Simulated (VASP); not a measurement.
# Mg63VSi32 (a cell with a defect) in VASP: a series of runs

The runs below take Mg63VSi32 (a cell with a defect) through single point, with PBEsol.

Everything below comes from runs of VASP 6.6.1. Logs are shortened: lines on timing, memory, paths and dates and some standing lists are left out, and cuts for length are marked.

## Step 1: The cell of the first run

The cell holds a defect, 96 atoms: a = 12.649 Å, b = 12.649 Å, c = 12.649 Å, α = 90.00°, β = 90.00°, γ = 90.00°.

## Step 2: Single point, PBEsol, collinear spin, ferromagnetic start

The input, INCAR:

```
SYSTEM = Mg63VSi32
PREC = Accurate
ENCUT = 520
EDIFF = 1E-6
ISMEAR = -1
SIGMA = 0.05
LREAL = Auto
LASPH = .True.
NELM = 150
ALGO = Normal
ISIF = 2
LWAVE = .False.
LCHARG = .True.
ISPIN = 2
MAGMOM = 0 0 0 0 0 0 0 0 0 0 0 0 0 0 0 0 0 0 0 0 0 0 0 0 0 0 0 0 0 0 0 0 0 0 0 0 0 0 0 0 0 0 0 0 0 0 0 0 0 0 0 0 0 0 0 0 0 0 0 0 0 0 0 4 0 0 0 0 0 0 0 0 0 0 0 0 0 0 0 0 0 0 0 0 0 0 0 0 0 0 0 0 0 0 0 0
LORBIT = 11
LMAXMIX = 4
GGA = PS
LELF = .True.
LVHAR = .True.
NELECT = 268.0
ISYM = 0
NBANDS = 192
LUSENCCL = .False.
```

The input, KPOINTS:

```
Automatic mesh
0
Gamma
  1 1 1
  0.25 0.25 0.25
```

The input, POSCAR:

```
Mg63VSi32
1.0
   12.6494980000      0.0000000000      0.0000000000
    0.0000000000     12.6494980000      0.0000000000
    0.0000000000      0.0000000000     12.6494980000
Mg V Si
63 1 32
Direct
    0.3754010000      0.1245290000      0.1252160000
    0.3750150000      0.1247100000      0.6249230000
    0.3748330000      0.6246860000      0.1251700000
    0.8749330000      0.1247670000      0.1248520000
    0.8749030000      0.1247670000      0.6254180000
    0.8749700000      0.6250580000      0.1249240000
    0.8751320000      0.6247360000      0.6250090000
    0.1250740000      0.3746840000      0.1249690000
    0.1257340000      0.3751460000      0.6249030000
    0.1247080000      0.8747440000      0.1254040000
    0.1254690000      0.8743310000      0.6255550000
    0.6250310000      0.3745040000      0.1253000000
    0.6244570000      0.3754290000      0.6255590000
    0.6246240000      0.8745470000      0.1246360000
    0.6242980000      0.8737740000      0.6245190000
    0.1249630000      0.1245190000      0.3752110000
    0.1249050000      0.1250520000      0.8753370000
    0.1253770000      0.6245060000      0.3759150000
    0.1256260000      0.6251500000      0.8746930000
    0.6249540000      0.1250090000      0.3752610000
    0.6246090000      0.1242780000      0.8748170000
    0.6245790000      0.6250840000      0.3757860000
    0.6239650000      0.6241520000      0.8747020000
    0.1243250000      0.1246920000      0.1249860000
    0.1251120000      0.1247810000      0.6250630000
    0.1249720000      0.6248980000      0.1251430000
    0.1277590000      0.6245460000      0.6250700000
    0.6249840000      0.1243590000      0.1245430000
    0.6247220000      0.1247700000      0.6251040000
    0.6247460000      0.6246050000      0.1248260000
    0.6228940000      0.6242950000      0.6245240000
    0.3748260000      0.3751470000      0.3757200000
    0.3753470000      0.3756040000      0.8746790000
    0.3754760000      0.8743300000      0.3758820000
    0.3745610000      0.8735430000      0.8743330000
    0.8748890000      0.3751070000      0.3752840000
    0.8752800000      0.3743370000      0.8751230000
    0.8751060000      0.8745440000      0.3751130000
    0.8745480000      0.8746770000      0.8750380000
    0.3751650000      0.3746330000      0.1253990000
    0.3744450000      0.3774900000      0.6246770000
    0.3746760000      0.8745530000      0.1249060000
    0.3744650000      0.8723430000      0.6247640000
    0.8748680000      0.3739820000      0.1250340000
    0.8752820000      0.3748730000      0.6254350000
    0.8747000000      0.8747660000      0.1247690000
    0.8744780000      0.8744460000      0.6250100000
    0.3752740000      0.1246760000      0.3754650000
    0.3749440000      0.1246210000      0.8750670000
    0.3745810000      0.6245170000      0.3778780000
    0.3744240000      0.6241860000      0.8729240000
    0.8748600000      0.1248450000      0.3747040000
    0.8746660000      0.1243980000      0.8752040000
    0.8750550000      0.6247590000      0.3753140000
    0.8749060000      0.6246820000      0.8749230000
    0.1251150000      0.3746950000      0.3754020000
    0.1272360000      0.3770060000      0.8724900000
    0.1271530000      0.8717670000      0.3774210000
    0.1248170000      0.8746570000      0.8752510000
    0.6221160000      0.3773950000      0.3776790000
    0.6248800000      0.3745300000      0.8753220000
    0.6250010000      0.8745260000      0.3751140000
    0.6224910000      0.8720330000      0.8724200000
    0.3745040000      0.6241340000      0.6247000000
    0.9999140000      0.9993960000      0.0001000000
    0.0003720000      0.9991920000      0.5000360000
    0.0004150000      0.4997480000      0.9997410000
    0.0003860000      0.5000010000      0.5006860000
    0.4996840000      0.9987460000      0.9994470000
    0.4998810000      0.9993610000      0.5004580000
    0.4995940000      0.4998680000      0.0001310000
    0.4951100000      0.5042740000      0.5045890000
    0.2502960000      0.2503310000      0.9998020000
    0.2504060000      0.2498440000      0.5002110000
    0.2501190000      0.7494340000      0.9998980000
    0.2543530000      0.7450150000      0.5046310000
    0.7496690000      0.2495680000      0.9998570000
    0.7494370000      0.2504780000      0.5001060000
    0.7492950000      0.7495700000      0.9993730000
    0.7498430000      0.7494870000      0.5001070000
    0.2500140000      0.9994410000      0.2505150000
    0.2502430000      0.9996050000      0.7500080000
    0.2502800000      0.5000130000      0.2504180000
    0.2542940000      0.5041880000      0.7455660000
    0.7497800000      0.9999100000      0.2499180000
    0.7491160000      0.9992720000      0.7499450000
    0.7495590000      0.4996310000      0.2504080000
    0.7497680000      0.4997560000      0.7501920000
    0.9997740000      0.2496700000      0.2504620000
    0.0005390000      0.2499860000      0.7502930000
    0.0003380000      0.7499510000      0.2506460000
    0.0003460000      0.7494500000      0.7496790000
    0.5005260000      0.2499190000      0.2507970000
    0.4995150000      0.2501170000      0.7495980000
    0.4994650000      0.7493240000      0.2505630000
    0.4944350000      0.7439770000      0.7445250000
```

Potentials or basis: VASP PAW PBE potentials, release 64 (Mg, V_sv, Si).

The run is started by

```bash
$ cat potpaw_PBE.64/Mg/POTCAR potpaw_PBE.64/V_sv/POTCAR potpaw_PBE.64/Si/POTCAR > POTCAR
$ mpirun -np 1 vasp_std > vasp.out
```

OUTCAR:

```text
SYSTEM = Mg63VSi32
   PREC = Accurate
   ENCUT = 520
   EDIFF = 1E-6
   ISMEAR = -1
   LREAL = Auto
   LASPH = .True.
   NELM = 150
   ISIF = 2
   ISPIN = 2
   LORBIT = 11
   GGA = PS
   NELECT = 268.0
   ISYM = 0

 ion  position               nearest neighbor table
   1  0.375  0.125  0.125-  81 2.74  69 2.74  93 2.75  73 2.75  28 3.16  42 3.16  40 3.16  49 3.16
                            48 3.17  24 3.18
   2  0.375  0.125  0.625-  74 2.73  94 2.74  70 2.74  82 2.74  48 3.16  29 3.16  25 3.16  49 3.16
                            43 3.19  41 3.20
   3  0.375  0.625  0.125-  83 2.73  71 2.74  95 2.74  75 2.74  26 3.16  42 3.16  30 3.16  40 3.16
                            51 3.19  50 3.20
   4  0.875  0.125  0.125-  77 2.74  85 2.74  65 2.74  89 2.74  44 3.15  24 3.15  53 3.16  52 3.16
                            28 3.16  46 3.16
   5  0.875  0.125  0.625-  90 2.74  86 2.74  66 2.75  78 2.75  53 3.16  45 3.16  29 3.16  25 3.17
                            47 3.17  52 3.17
   6  0.875  0.625  0.125-  79 2.74  67 2.75  91 2.75  87 2.75  46 3.16  55 3.16  26 3.16  30 3.17
                            54 3.17  44 3.18
   7  0.875  0.625  0.625-  68 2.73  92 2.74  80 2.74  88 2.74  54 3.16  47 3.16  45 3.16  55 3.16
                            31 3.19  27 3.20
   8  0.125  0.375  0.125-  73 2.74  67 2.74  89 2.74  83 2.75  24 3.16  40 3.16  44 3.16  26 3.17
                            56 3.17  57 3.19
   9  0.126  0.375  0.625-  68 2.73  74 2.74  90 2.74  84 2.76  57 3.13  41 3.15  27 3.15  56 3.16
[... 171 lines left out ...]
  95  0.499  0.749  0.251-  34 2.73  22 2.74   3 2.74  62 2.74  42 2.74  30 2.74  14 2.75  50 2.75

  96  0.494  0.744  0.745-  64 2.63  43 2.69  31 2.69  51 2.69  35 2.77  23 2.77  15 2.77  63 2.80

IMPORTANT INFORMATION: All symmetrisations will be switched off!
NOSYMM: (Re-)initialisation of all symmetry stuff for point group C_1.

----------------------------------------------------------------------------------------

                                     Primitive cell

  volume of cell :    2024.0436

  direct lattice vectors                    reciprocal lattice vectors
    12.649498000  0.000000000  0.000000000     0.079054521  0.000000000  0.000000000
     0.000000000 12.649498000  0.000000000     0.000000000  0.079054521  0.000000000
     0.000000000  0.000000000 12.649498000     0.000000000  0.000000000  0.079054521

  length of vectors
    12.649498000 12.649498000 12.649498000     0.079054521  0.079054521  0.079054521

  position of ions in fractional coordinates (direct lattice)
     0.375401000  0.124529000  0.125216000
     0.375015000  0.124710000  0.624923000
     0.374833000  0.624686000  0.125170000
     0.874933000  0.124767000  0.124852000
     0.874903000  0.124767000  0.625418000
     0.874970000  0.625058000  0.124924000
[... 88 lines left out ...]
     0.499465000  0.749324000  0.250563000
     0.494435000  0.743977000  0.744525000

  ion indices of the primitive-cell ions
   primitive index   ion index
[... 171 lines left out ...]

 val. band max:        3.8558757074   @ k =  -0.2500  -0.2500   0.2500
 cond. band min:       3.9121394275   @ k =   0.2500   0.2500   0.2500
 fundamental gap:      0.0562637201
 Fermi energy:         3.9068933997

 spin component 1

 k-point     1 :       0.2500    0.2500    0.2500
  band No.  band energies     occupation
      1     -60.2980      1.00000
      2     -34.2564      1.00000
      3     -34.2549      1.00000
      4     -34.2540      1.00000
      5      -5.3950      1.00000
      6      -5.0422      1.00000
[... 585 lines left out ...]
    145       4.9491      0.00000
    146       4.9497      0.00000
 Fermi energy:         3.9068933997

 spin component 2

 k-point     1 :       0.2500    0.2500    0.2500
  band No.  band energies     occupation
      1     -60.2973      1.00000
      2     -34.2559      1.00000
      3     -34.2542      1.00000
      4     -34.2532      1.00000
      5      -5.3950      1.00000
      6      -5.0421      1.00000
[... 585 lines left out ...]
    145       4.9492      0.00000
    146       4.9498      0.00000
 [bands above 146 left out]

------------------------ aborting loop because EDIFF is reached ----------------------------------------

  FORCE on cell =-STRESS in cart. coord.  units (eV):
  Direction    XX          YY          ZZ          XY          YZ          ZX
  --------------------------------------------------------------------------------------
  -------------------------------------------------------------------------------------
  Total        1.2232980      1.2278722      1.2249682      0.0709378      0.0714328      0.0517357
  in kB        0.9683291      0.9719499      0.9696512      0.0561524      0.0565443      0.0409526
  external PRESSURE =       0.9699767 kB  Pullay stress =       0.0000000 kB

 VOLUME and BASIS-vectors are now :
 -----------------------------------------------------------------------------
  energy-cutoff  :      520.00
  volume of cell :     2024.04
      direct lattice vectors                 reciprocal lattice vectors
    12.649498000  0.000000000  0.000000000     0.079054521  0.000000000  0.000000000
     0.000000000 12.649498000  0.000000000     0.000000000  0.079054521  0.000000000
     0.000000000  0.000000000 12.649498000     0.000000000  0.000000000  0.079054521

 POSITION                                       TOTAL-FORCE (eV/Angst)
 -----------------------------------------------------------------------------------
      4.74863      1.57523      1.58392        -0.024121      0.006695      0.000505
      4.74375      1.57752      7.90496        -0.002348      0.000447      0.017060
      4.74145      7.90196      1.58334         0.001998      0.000085      0.009775
     11.06746      1.57824      1.57932        -0.006420     -0.009251      0.012178
     11.06708      1.57824      7.91122        -0.001393     -0.002216     -0.027342
     11.06793      7.90667      1.58023        -0.004364     -0.025565      0.009051
[... 88 lines left out ...]
      6.31798      9.47857      3.16950        -0.012637     -0.019910      0.008620
      6.25435      9.41094      9.41787        -0.231439     -0.237457     -0.235300
 -----------------------------------------------------------------------------------
    total drift:                                0.004684      0.003202      0.009480

  FREE ENERGIE OF THE ION-ELECTRON SYSTEM (eV)
  ---------------------------------------------------
  free  energy   TOTEN  =      -311.6867867564 eV

  energy  without entropy=     -311.4785874647  energy(sigma->0) =     -311.58268711

 total charge

# of ion       s       p       d       tot
------------------------------------------
    1        0.183   0.143   0.024   0.350
    2        0.183   0.144   0.025   0.351
    3        0.183   0.144   0.025   0.351
    4        0.183   0.144   0.025   0.352
    5        0.183   0.143   0.024   0.350
    6        0.183   0.143   0.024   0.350
[... 88 lines left out ...]
   95        0.759   0.949   0.000   1.708
   96        0.762   0.933   0.000   1.695
--------------------------------------------------
tot         38.125  45.475   4.554  88.154

 magnetization (x)

# of ion       s       p       d       tot
------------------------------------------
    1        0.000   0.000  -0.000   0.000
    2        0.000   0.000   0.000   0.000
    3        0.000   0.000   0.000   0.000
    4        0.000   0.000   0.000   0.000
    5        0.000   0.000  -0.000   0.000
    6        0.000   0.000  -0.000   0.000
[... 88 lines left out ...]
   95        0.000  -0.000   0.000  -0.000
   96       -0.000  -0.000   0.000  -0.000
--------------------------------------------------
tot          0.000  -0.000   0.001   0.001
```

Wall time 13 min (1 × NVIDIA H100 80GB with 1 thread of Intel Xeon Platinum 8481C at 2.70GHz (Sapphire Rapids), shared host); peak memory 3.5 GiB.

What came out:

| Quantity | Value |
| --- | --- |
| Free energy | -311.6868 eV |
| Largest force | 0.478 eV/Å |
| Net moment | 0.00 μB per cell |
| Valence electrons inside the program's atomic spheres | Mg 0.35, 0.36, 0.34; V 11.35; Si 1.71, 1.70 |

Forces on the atoms (eV/Å):
```
Mg  -0.024  0.007  0.001
Mg  -0.002  0.000  0.017
Mg   0.002  0.000  0.010
Mg  -0.006 -0.009  0.012
Mg  -0.001 -0.002 -0.027
Mg  -0.004 -0.026  0.009
Mg  -0.004 -0.005  0.015
Mg  -0.009 -0.001  0.002
Mg  -0.049 -0.044 -0.059
Mg   0.009  0.008  0.007
Mg  -0.048  0.038  0.049
Mg   0.006 -0.001  0.012
Mg   0.036 -0.051  0.054
Mg   0.011  0.002  0.015
Mg   0.028  0.043 -0.041
Mg  -0.003 -0.014 -0.013
Mg   0.005 -0.006  0.002
Mg  -0.037 -0.069 -0.056
Mg  -0.060  0.046  0.034
Mg   0.020 -0.004 -0.010
Mg   0.000  0.002  0.006
Mg   0.025  0.048 -0.066
Mg   0.047 -0.054  0.017
Mg   0.013  0.008  0.012
Mg   0.007 -0.011  0.002
Mg   0.010 -0.014  0.008
Mg  -0.045  0.012  0.008
Mg   0.024  0.002  0.018
Mg  -0.003  0.009 -0.006
Mg  -0.006  0.004  0.026
Mg   0.018  0.005  0.027
Mg  -0.064 -0.041 -0.056
Mg   0.050 -0.065  0.029
Mg   0.038  0.032 -0.060
Mg  -0.056  0.053  0.031
Mg  -0.015 -0.016 -0.006
Mg  -0.002  0.011  0.011
Mg   0.001  0.031 -0.018
Mg   0.002 -0.002 -0.009
Mg  -0.005  0.008  0.005
Mg   0.023 -0.047  0.024
Mg   0.003 -0.011  0.020
Mg   0.012  0.024  0.014
Mg   0.007  0.014  0.005
Mg  -0.016  0.003 -0.010
Mg  -0.007  0.028  0.019
Mg   0.027  0.004  0.005
Mg  -0.010 -0.004 -0.010
Mg  -0.002  0.007 -0.014
Mg   0.013  0.010 -0.047
Mg   0.017  0.015  0.018
Mg  -0.004 -0.006  0.002
Mg   0.007  0.002  0.020
Mg   0.000 -0.011 -0.006
Mg   0.006 -0.004 -0.011
Mg  -0.004  0.004 -0.016
Mg  -0.023 -0.026  0.054
Mg  -0.016  0.068 -0.027
Mg   0.005  0.006 -0.012
Mg   0.062 -0.039 -0.038
Mg  -0.003  0.001 -0.013
Mg  -0.001  0.016 -0.021
Mg   0.017  0.024  0.022
V    0.012  0.021  0.012
Si  -0.008  0.017 -0.009
Si   0.004 -0.010 -0.017
Si   0.010 -0.037 -0.018
Si   0.016  0.017  0.009
Si   0.036 -0.004 -0.027
Si  -0.028 -0.023  0.023
Si  -0.021  0.019 -0.029
Si  -0.260  0.279  0.284
Si  -0.045 -0.001 -0.016
Si   0.009  0.025  0.030
Si   0.019 -0.026 -0.020
Si   0.283 -0.265  0.280
Si   0.010 -0.008  0.000
Si  -0.003  0.004 -0.015
Si  -0.016  0.033 -0.013
Si  -0.028 -0.038  0.037
Si  -0.033 -0.028  0.022
Si   0.017 -0.031 -0.028
Si   0.009  0.016  0.027
Si   0.282  0.271 -0.275
Si   0.001 -0.028  0.005
Si  -0.005 -0.033  0.028
Si  -0.014 -0.012  0.019
Si  -0.024  0.039 -0.042
Si   0.018  0.011 -0.023
Si   0.008  0.010  0.017
Si   0.006  0.001  0.000
Si   0.006 -0.021 -0.010
Si  -0.008  0.021 -0.006
Si  -0.027  0.022 -0.007
Si  -0.013 -0.020  0.009
Si  -0.231 -0.237 -0.235
```

Caveat: the cell carries a net charge on a neutralising background, which shifts energy and pressure; the cell is charged against a uniform background, so pressure and absolute levels hang on convention; the PAW data sets were made with another functional, which shifts forces and pressure a little.

(Continued in part 2 of 3.)
